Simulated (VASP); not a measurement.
The system is TiAl.

```
CELL_PARAMETERS angstrom
3.01800 0.00000 0.00000
0.00000 3.01800 0.00000
0.00000 0.00000 3.01800
ATOMIC_POSITIONS crystal
Ti 0.50000 0.50000 0.50000
Al 0.00000 0.00000 0.00000
```

| Property | Result |
| --- | --- |
| Program | VASP 6.6.1 |
| Task | relaxation of cell and atoms |
| Functional | PBE |
| Potentials or basis | VASP PAW PBE potentials, release 64 (Ti_sv, Al) |
| Cutoff | 600 eV |
| k mesh | 6 × 6 × 6 |
| Occupations | gaussian, width 0.1 eV |
| Spin | no spin polarisation |

At the start: pressure 24.8 GPa; volume 13.74 Å³/atom.

Task: Where does the relaxation end?

Result: Over 6 steps the energy falls by 162.6 meV/atom and the volume is 16.14 Å³/atom (+17.4 %); space group Pm-3m (No. 221, to 0.05 Å).

The path:
| step | energy change (eV) | largest force (eV/Å) | pressure (GPa) | volume (Å³) |
| --- | --- | --- | --- | --- |
| 1 | 0.0000 | 0.0000 | 24.79 | 27.49 |
| 2 | 2.4785 | 0.0000 | 1.22 | 36.85 |
| 3 | -0.0363 | 0.0000 | -12.12 | 37.58 |
| 4 | -0.1317 | 0.0000 | -11.47 | 37.05 |
| 5 | -0.2807 | 0.0000 | 7.79 | 30.36 |
| 6 | -0.3252 | 0.0000 | 0.04 | 32.28 |

Final structure:
```
Ti Al
1.0
     3.18412    0.00000    0.00000
     0.00000    3.18412    0.00000
     0.00000    0.00000    3.18412
Ti Al
1 1
Cartesian
  1.5921 1.5921 1.5921
  0.0000 0.0000 0.0000
```

Caveat: the volume moved by over 15 % at a fixed basis, so the end points are rough; the volume moved by +17 % from the deposited cell, more than functionals usually miss.
